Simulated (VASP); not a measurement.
**C: single point with LDA**

C:

```xyz
4
Lattice="1.2280 -2.1271 0.0000 1.2280 2.1271 0.0000 0.0000 0.0000 7.1733" Properties=species:S:1:pos:R:3 pbc="T T T"
C     1.2280    1.7724    5.4025
C     1.2280   -0.3547    1.7708
C     1.2280   -1.7724    1.7708
C     1.2280    0.3547    5.4025
```

```json
{
 "Program": "VASP 6.6.1",
 "Task": "single point",
 "Functional": "LDA",
 "Potentials or basis": "VASP PAW LDA potentials, release 64 (C)",
 "Cutoff": "520 eV",
 "k mesh": "18 × 18 × 6",
 "Occupations": "tetrahedron",
 "Spin": "no spin polarisation",
 "Dipole correction": "no",
 "Further INCAR settings": "ALGO = Normal; EDIFF = 1e-07; NBANDS = 16"
}
```

The pressure is -3.2 GPa. The largest force is 0.027 eV/Å.

Forces on the atoms (eV/Å):
```
C    0.000  0.027 -0.002
C    0.000  0.027  0.002
C    0.000 -0.027  0.002
C    0.000 -0.027 -0.002
```

Stress tensor (GPa, compression positive):
```
-4.08  0.00  0.00
 0.00 -4.24  0.00
 0.00  0.00 -1.25
```

Wall time 97 s on 1 thread of Intel(R) Xeon(R) Platinum 8488C (Sapphire Rapids), with other jobs on the host, peak memory 0.25 GiB.

Caveat: the cell stands under tension.
